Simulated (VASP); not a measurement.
Input of a VASP 6.6.1 run:

File POSCAR:

```
LiCl
1.0
    0.0000000000      2.5560369945      2.5560369945
    2.5560369945      0.0000000000      2.5560369945
    2.5560369945      2.5560369945      0.0000000000
Li Cl
1 1
Direct
    0.0000000000      0.0000000000      0.0000000000
    0.5000000000      0.5000000000      0.5000000000
```

File INCAR.step1:

```
SYSTEM = LiCl
PREC = Accurate ; ENCUT = 520
EDIFF = 1E-5 ; ISMEAR = 0
SIGMA = 0.01 ; LREAL = .False.
LASPH = .True. ; NELM = 80
ALGO = Normal ; ISIF = 2
LWAVE = .True. ; NBANDS = 12
GGA = PE
```

The input INCAR.step2:

```
SYSTEM = LiCl
PREC = Accurate ; ENCUT = 520
EDIFF = 1E-6 ; ISMEAR = 0
SIGMA = 0.01 ; LREAL = .False.
LASPH = .True. ; NELM = 80
ALGO = Normal ; ISIF = 2
LWAVE = .False. ; LCHARG = .True.
GGA = PE ; LHFCALC = .True.
AEXX = 0.15 ; HFSCREEN = 0.3
PRECFOCK = Normal ; LELF = .True.
LVHAR = .True. ; NBANDS = 12
ISTART = 1
```

KPOINTS

```
regular mesh
0
Gamma
  4 4 4
  0 0 0
```

Potentials or basis: VASP PAW PBE potentials, release 64 (Li_sv, Cl).

Launch:

```console
$ cat potpaw_PBE.64/Li_sv/POTCAR potpaw_PBE.64/Cl/POTCAR > POTCAR
$ cp INCAR.step1 INCAR
$ mpirun -np 1 vasp_std > vasp.out
$ cp INCAR.step2 INCAR
$ mpirun -np 1 vasp_std > vasp.out
```

**Question.** Predict the band gap on the k mesh.

**Answer.** 7.09 eV.

Caveat: the k points lie up to 0.53 Å⁻¹ apart. A k mesh can miss the band edges.
